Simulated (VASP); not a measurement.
# CuO (Cc) in VASP: single point with PBEsol+U

Aim: the single point of CuO with PBEsol+U.

Everything below comes from runs of VASP 6.6.1. Logs are shortened: lines on timing, memory, paths and dates and some standing lists are left out, and cuts for length are marked.

## (1) The cell of the first run

Symmetry: Cc, No. 9, monoclinic system. Conventional cell: a = 4.689 Å, b = 3.427 Å, c = 5.132 Å, α = 90.00°, β = 99.65°, γ = 90.00°. Cu (site symmetry 1) has 4 O at 1.91 to 2.02 Å within 2.5 Å. Within 2.5 Å of Cu (site symmetry 1) lie 4 O at 1.91 to 2.02 Å. Within 2.5 Å of O (site symmetry 1) lie 4 Cu at 1.91 to 2.02 Å. O (site symmetry 1) has 4 Cu at 1.91 to 2.02 Å within 2.5 Å.

## (2) Single point, PBEsol+U, collinear spin

INCAR

```
  PREC = Accurate
  ENCUT = 520
  EDIFF = 1E-7
  ISMEAR = 0
  SIGMA = 0.05
  LREAL = False
  LASPH = True
  NELM = 150
  ALGO = Normal
  ISIF = 2
  LWAVE = False
  LCHARG = False
  ISPIN = 2
  MAGMOM = 1 1 -1 -1 0 0 0 0
  LORBIT = 11
  LMAXMIX = 4
  LDAU = True
  LDAUTYPE = 2
  LDAUL = 2 -1
  LDAUU = 3 0
  LDAUJ = 0 0
  LDAUPRINT = 1
  GGA = PS
  NBANDS = 48
  KPAR = 2
```

KPOINTS

```
Automatic mesh
0
Gamma
  7 7 4
```

POSCAR

```
CuO
1.0
    2.3446497600     -1.7133998200      0.0000000000
    1.4840998500      1.7133998200      5.0594394800
   -1.7210998200      0.0000000000     10.1188789600
Cu O
4 4
Direct
    0.0032000000      0.4968000000      0.7516000000
    0.4968000000      0.0032000000      0.2484000000
    0.0032000000      0.4968000000      0.2516000000
    0.4968000000      0.0032000000      0.7484000000
    0.5714000000      0.4056000000      0.9240500000
    0.4056000000      0.5714000000      0.0911500000
    0.5714000000      0.4056000000      0.4240500000
    0.4056000000      0.5714000000      0.5911500000
```

Potentials or basis: VASP PAW PBE potentials, release 64 (Cu, O).

Run with:

```console
cat potpaw_PBE.64/Cu/POTCAR potpaw_PBE.64/O/POTCAR > POTCAR
mpirun -np 2 vasp_std > vasp.out
```

OUTCAR:

```text
PREC = Accurate
   ENCUT = 520
   EDIFF = 1E-7
   ISMEAR = 0
   LREAL = False
   LASPH = True
   NELM = 150
   ISIF = 2
   ISPIN = 2
   LORBIT = 11
   GGA = PS

 ion  position               nearest neighbor table
   1  0.003  0.497  0.752-   8 1.91   5 1.93   8 1.98   5 2.02
   2  0.497  0.003  0.248-   5 1.91   6 1.93   7 1.98   8 2.02
   3  0.003  0.497  0.252-   6 1.91   7 1.93   6 1.98   7 2.02
   4  0.497  0.003  0.748-   7 1.91   8 1.93   5 1.98   6 2.02
   5  0.571  0.406  0.924-   2 1.91   1 1.93   4 1.98   1 2.02
   6  0.406  0.571  0.091-   3 1.91   2 1.93   3 1.98   4 2.02
   7  0.571  0.406  0.424-   4 1.91   3 1.93   2 1.98   3 2.02
   8  0.406  0.571  0.591-   1 1.91   4 1.93   1 1.98   2 2.02

  LATTYP: Found a triclinic cell.
 ALAT       =     2.9039837190
 B/A-ratio  =     2.4929980604
 C/A-ratio  =     2.1250171806
 COS(alpha) =     0.0040645353
 COS(beta)  =     0.4402306701
 COS(gamma) =     0.6448138448

  Lattice vectors:

 A1 = (  -2.3446497600,   1.7133998200,   0.0000000000)
 A2 = (  -7.0339492800,  -1.7133998200,   0.0000000000)
 A3 = (  -0.8605499100,   3.4267996400,   5.0594394800)

Analysis of symmetry for initial positions (statically):
=====================================================================
 Subroutine PRICEL returns following result:

  LATTYP: Found a base centered monoclinic cell.
 ALAT       =     4.6892995200
 B/A-ratio  =     0.7307700490
 C/A-ratio  =     1.0944283419
 COS(beta)  =    -0.1676798045
[... 12 lines left out ...]
 Subroutine GETGRP returns: Found  1 space group operations
 (whereof  1 operations were pure point group operations)
 out of a pool of  2 trial point group operations.

The static configuration has the point symmetry C_1 .

Analysis of symmetry for dynamics (positions and initial velocities):
=====================================================================
 Subroutine PRICEL returns following result:

  LATTYP: Found a base centered monoclinic cell.
 ALAT       =     4.6892995200
 B/A-ratio  =     0.7307700490
 C/A-ratio  =     1.0944283419
 COS(beta)  =    -0.1676798045
[... 12 lines left out ...]
 Subroutine GETGRP returns: Found  1 space group operations
 (whereof  1 operations were pure point group operations)
 out of a pool of  2 trial point group operations.

The dynamic configuration has the point symmetry C_1 .

Analysis of structural, dynamic, and magnetic symmetry:
=====================================================================
 Subroutine PRICEL returns following result:

  LATTYP: Found a base centered monoclinic cell.
 ALAT       =     4.6892995200
 B/A-ratio  =     0.7307700490
 C/A-ratio  =     1.0944283419
 COS(beta)  =    -0.1676798045
[... 12 lines left out ...]
 Subroutine GETGRP returns: Found  1 space group operations
 (whereof  1 operations were pure point group operations)
 out of a pool of  2 trial point group operations.

The overall configuration has the point symmetry C_1 .

 Subroutine INISYM returns: Found  1 space group operations
 (whereof  1 operations are pure point group operations),
 and found     2 'primitive' translations

----------------------------------------------------------------------------------------

                                     Primitive cell

  volume of cell :      40.6508

  direct lattice vectors                    reciprocal lattice vectors
     2.344649760 -1.713399820  0.000000000     0.213251467 -0.291817470  0.036271514
     2.344649760  1.713399820  0.000000000     0.213251467  0.291817470  0.036271514
    -0.860549910  0.000000000  5.059439480     0.000000000  0.000000000  0.197650353

  length of vectors
     2.903983719  2.903983719  5.132102298     0.363248188  0.363248188  0.197650353

[... 97 lines left out ...]
   EMIN   =  10.00;   EMAX   =-10.00  energy-range for DOS
   EFERMI =   0.00;   METHOD = LEGACY
   ISMEAR =     0;   SIGMA  =   0.05  broadening in eV -4-tet -1-fermi 0-gaus
   EFERMI_NEDOS =   21; number of points for ismear=-14 and -15
   IALGO  =     38    algorithm
   IMIX   =      4    mixing-type and parameters
     AMIX     =   0.40;   BMIX     =  1.00
     AMIX_MAG =   1.60;   BMIX_MAG =  1.00
  volume/ion in A,a.u.               =      10.16        68.58
  Fermi-wavevector in a.u.,A,eV,Ry     =   1.542451  2.914810 32.370379  2.379156
  Thomas-Fermi vector in A             =   2.648254
   LORBIT       =     11    0 simple, 1 ext, 2 COOP (PROOUT), +10 PAW based schemes
 LDA+U is selected, type is set to LDAUTYPE =  2
   angular momentum for each species LDAUL =     2   -1
   U (eV)           for each species LDAUU =   3.0  0.0
   J (eV)           for each species LDAUJ =   0.0  0.0
   GGA     = PS    functional components
   LHFCALC =     F    Hartree Fock is set to
   AEXX    =    0.0000 exact exchange contribution
   IVDW    =     0    specifies the selected vdW correction
   LEPSILON=     F    determine dielectric tensor
   LRPA    =     F    only Hartree local field effects (RPA)
 spin polarized calculation
 Gauss-broadening in eV      SIGMA  =   0.05
  energy-cutoff  :      520.00
  volume of cell :       81.30
 maximum number of plane-waves:      2217
 NGX is ok and might be reduce to    24
   NGX = 11   NGY = 21   NGZ = 39

 number of electron      68.0000031 magnetization      -0.0000001

atom =   1  type =  1  l = 2

 onsite density matrix

spin component  1
[... 116 lines left out ...]
  o =  0.4621  v = -0.1208 -0.5499  0.0022 -0.7817  0.2684  0.0000  0.0000  0.0000  0.0000  0.0000      0.0000  0.0000  0.0000  0.0000  0.0000  0.0000  0.0000  0.0000  0.0000  0.0000
  o =  0.9439  v =  0.8627  0.1802  0.4032 -0.2224  0.1064  0.0000  0.0000  0.0000  0.0000  0.0000      0.0000  0.0000  0.0000  0.0000  0.0000  0.0000  0.0000  0.0000  0.0000  0.0000
  o =  0.9530  v =  0.0000  0.0000  0.0000  0.0000  0.0000  0.8610  0.1512  0.4336 -0.2087  0.0652      0.0000  0.0000  0.0000  0.0000  0.0000  0.0000  0.0000  0.0000  0.0000  0.0000
  o =  0.9619  v = -0.1813  0.6661 -0.2024 -0.2143  0.6608  0.0000  0.0000  0.0000  0.0000  0.0000      0.0000  0.0000  0.0000  0.0000  0.0000  0.0000  0.0000  0.0000  0.0000  0.0000
  o =  0.9639  v =  0.0000  0.0000  0.0000  0.0000  0.0000 -0.0003 -0.3672  0.2708  0.5207  0.7216      0.0000  0.0000  0.0000  0.0000  0.0000  0.0000  0.0000  0.0000  0.0000  0.0000
  o =  0.9672  v =  0.0127 -0.4212  0.2730  0.5298  0.6835  0.0000  0.0000  0.0000  0.0000  0.0000      0.0000  0.0000  0.0000  0.0000  0.0000  0.0000  0.0000  0.0000  0.0000  0.0000
  o =  0.9702  v =  0.0000  0.0000  0.0000  0.0000  0.0000 -0.0983  0.7008 -0.2531 -0.2306  0.6180      0.0000  0.0000  0.0000  0.0000  0.0000  0.0000  0.0000  0.0000  0.0000  0.0000
  o =  0.9740  v =  0.0000  0.0000  0.0000  0.0000  0.0000  0.4975 -0.1679 -0.8106  0.2571  0.0335      0.0000  0.0000  0.0000  0.0000  0.0000  0.0000  0.0000  0.0000  0.0000  0.0000
  o =  0.9742  v =  0.4563 -0.2099 -0.8497  0.1138  0.1134  0.0000  0.0000  0.0000  0.0000  0.0000      0.0000  0.0000  0.0000  0.0000  0.0000  0.0000  0.0000  0.0000  0.0000  0.0000
  o =  1.0034  v =  0.0000  0.0000  0.0000  0.0000  0.0000 -0.0389 -0.5683 -0.1323 -0.7524  0.3033      0.0000  0.0000  0.0000  0.0000  0.0000  0.0000  0.0000  0.0000  0.0000  0.0000

 number of electron      68.0000031 magnetization       0.0000001

 Free energy of the ion-electron system (eV)
  ---------------------------------------------------
  ext. energy  EPLUGINS =         0.00000000
  ---------------------------------------------------
  free energy    TOTEN  =       -38.64324518 eV

  energy without entropy =      -38.64117890  energy(sigma->0) =      -38.64221204

 E-fermi :   5.1854     XC(G=0): -12.1333

 val. band max:        5.1838828255   @ k =  -0.0000   0.1429   0.0000
 cond. band min:       5.1927951994   @ k =   0.4286  -0.1429   0.2500
 fundamental gap:      0.0089123739
 Fermi energy:         5.1853908305

 spin component 1

 k-point     1 :       0.0000    0.0000    0.0000
  band No.  band energies     occupation
      1     -14.2023      1.00000
      2     -13.1412      1.00000
      3     -12.9599      1.00000
      4     -12.7104      1.00000
      5      -2.8331      1.00000
      6      -2.0444      1.00000
[... 2345 lines left out ...]
     45      16.2589      0.00000
     46      17.4650      0.00000

 [... further k-points ...]

 [bands above 46 left out]

------------------------ aborting loop because EDIFF is reached ----------------------------------------

  FORCE on cell =-STRESS in cart. coord.  units (eV):
  Direction    XX          YY          ZZ          XY          YZ          ZX
  --------------------------------------------------------------------------------------
  -------------------------------------------------------------------------------------
  Total       -2.0197043     -0.4526063     -2.1052096     -0.0741780     -0.0305214      0.5189878
  in kB      -39.8014854     -8.9193278    -41.4865039     -1.4617961     -0.6014723     10.2274792
  external PRESSURE =     -30.0691057 kB  Pullay stress =       0.0000000 kB

 VOLUME and BASIS-vectors are now :
 -----------------------------------------------------------------------------
  energy-cutoff  :      520.00
  volume of cell :       81.30
      direct lattice vectors                 reciprocal lattice vectors
     2.344649760 -1.713399820  0.000000000     0.213251467 -0.291817470  0.036271514
     1.484099850  1.713399820  5.059439480     0.213251467  0.291817470  0.036271514
    -1.721099820  0.000000000 10.118878960    -0.106625733 -0.145908735  0.080689420

 POSITION                                       TOTAL-FORCE (eV/Angst)
 -----------------------------------------------------------------------------------
     -0.54877      0.84573     10.11888        -0.623877      0.283054      0.295132
      0.74205     -0.84573      2.52972        -0.632092     -0.291105      0.214248
      0.31177      0.84573      5.05944        -0.623877      0.283054      0.295132
     -0.11850     -0.84573      7.58916        -0.632092     -0.291105      0.214248
      0.35130     -0.28408     11.40246         0.660852      0.323376     -0.097651
      1.64213      0.28408      3.81330         0.595117     -0.315325     -0.411729
      1.21185     -0.28408      6.34302         0.660852      0.323376     -0.097651
      0.78158      0.28408      8.87274         0.595117     -0.315325     -0.411729
 -----------------------------------------------------------------------------------
    total drift:                                0.000134     -0.000148     -0.000009

  FREE ENERGIE OF THE ION-ELECTRON SYSTEM (eV)
  ---------------------------------------------------
  free  energy   TOTEN  =       -38.6432451766 eV

  energy  without entropy=      -38.6411789004  energy(sigma->0) =      -38.64221204

 total charge

# of ion       s       p       d       tot
------------------------------------------
    1        0.381   0.393   9.159   9.934
    2        0.382   0.394   9.153   9.928
    3        0.381   0.393   9.159   9.934
    4        0.382   0.394   9.153   9.928
    5        1.559   3.396   0.000   4.955
    6        1.560   3.395   0.000   4.954
    7        1.559   3.396   0.000   4.955
    8        1.560   3.395   0.000   4.954
--------------------------------------------------
tot          7.762  15.155  36.624  59.542

 magnetization (x)

# of ion       s       p       d       tot
------------------------------------------
    1       -0.003   0.002   0.558   0.558
    2        0.001   0.002   0.556   0.559
    3        0.003  -0.002  -0.558  -0.558
    4       -0.001  -0.002  -0.556  -0.559
    5        0.010   0.128   0.000   0.138
    6       -0.009  -0.125   0.000  -0.134
    7       -0.010  -0.128   0.000  -0.138
    8        0.009   0.125   0.000   0.134
--------------------------------------------------
tot          0.000   0.000   0.000   0.000
```

It took 7.1 min on 2 MPI ranks of Intel Xeon 6975P-C (Granite Rapids), shared host; peak memory 0.66 GiB.

What came out:

| Property | Result |
| --- | --- |
| Free energy | -38.6432 eV |
| Pressure | -3.0 GPa |
| Largest force | 0.789 eV/Å |
| Band gap on the k mesh | zero (filled and empty bands overlap) |
| Net moment | 0.00 μB per cell |
| Site moments | Cu +0.56, -0.56 (each value once); O +0.14, -0.13, -0.14, +0.13 μB |
| Valence electrons inside the program's atomic spheres | Cu 9.93; O 4.96, 4.95 (each value once) |

Forces on the atoms (eV/Å):
```
Cu  -0.624  0.283  0.295
Cu  -0.632 -0.291  0.214
Cu  -0.624  0.283  0.295
Cu  -0.632 -0.291  0.214
O    0.661  0.323 -0.098
O    0.595 -0.315 -0.412
O    0.661  0.323 -0.098
O    0.595 -0.315 -0.412
```

Stress tensor (GPa, compression positive):
```
-3.98 -0.15  1.02
-0.15 -0.89 -0.06
 1.02 -0.06 -4.15
```

Eigenvalues of the final occupation matrices:
| site | spin | trace | eigenvalues |
| --- | --- | --- | --- |
| site 1 d | 1 | 4.87 | 0.95 0.96 0.97 0.98 1.01 |
| site 1 d | 2 | 4.31 | 0.47 0.94 0.96 0.96 0.97 |
| site 2 d | 1 | 4.86 | 0.95 0.96 0.97 0.97 1.00 |
| site 2 d | 2 | 4.31 | 0.46 0.94 0.96 0.97 0.97 |
| site 3 d | 1 | 4.31 | 0.47 0.94 0.96 0.96 0.97 |
| site 3 d | 2 | 4.87 | 0.95 0.96 0.97 0.98 1.01 |
| site 4 d | 1 | 4.31 | 0.46 0.94 0.96 0.97 0.97 |
| site 4 d | 2 | 4.86 | 0.95 0.96 0.97 0.97 1.00 |

Caveat: the cell stands under tension; semilocal functionals underestimate gaps, and a narrow one can read as zero; the PAW data sets were made with another functional, which shifts forces and pressure a little.
